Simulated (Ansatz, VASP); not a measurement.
## One calculation of Te2Mo, two programs

```
Te Mo
1.0
     3.84505    0.00000    0.00000
    -1.92253    3.32991    0.00000
     0.00000    0.00000   18.92598
Te Mo
2 1
Direct
  0.33333 0.66667 0.89786
  0.33333 0.66667 0.10214
  0.00000 0.00000 0.00000
```

Change from the starting cell: strain +0.080 along x and y, +0.080 along z, atoms carried along.

Alike in both runs: task single point; functional LDA; k mesh 12 × 12 × 2; occupations gaussian, width 0.05 eV; no spin polarisation.

```csv
,VASP,Ansatz
version,VASP 6.6.1,Ansatz 0.2.0
potentials or method,"VASP PAW LDA potentials, release 64 (Te, Mo_sv), cutoff 520 eV","scalar-relativistic, plane waves, PAW"
valence electrons in the cell,26,46
```

Ansatz gave:

```
gap on the k mesh at the Fermi level (eV) : 0.74
least direct gap on the mesh (eV)         : 0.74
rms of the force components (eV/Å)        : 1.215
```

Problem. What did VASP give for the same quantities?

Solution. gap on the k mesh at the Fermi level (eV): 0.74; least direct gap on the mesh (eV): 0.74; rms of the force components (eV/Å): 1.204.

LDA's correlation is that of Perdew and Zunger in VASP and of Perdew and Wang (1992) in Ansatz. Atom by atom the forces differ by 0.011 eV/Å (rms over components). VASP's potentials hold 26 valence electrons a cell and Ansatz's 46, so a difference there can come from the potentials and not from the codes.

Neither program's run includes spin-orbit coupling.
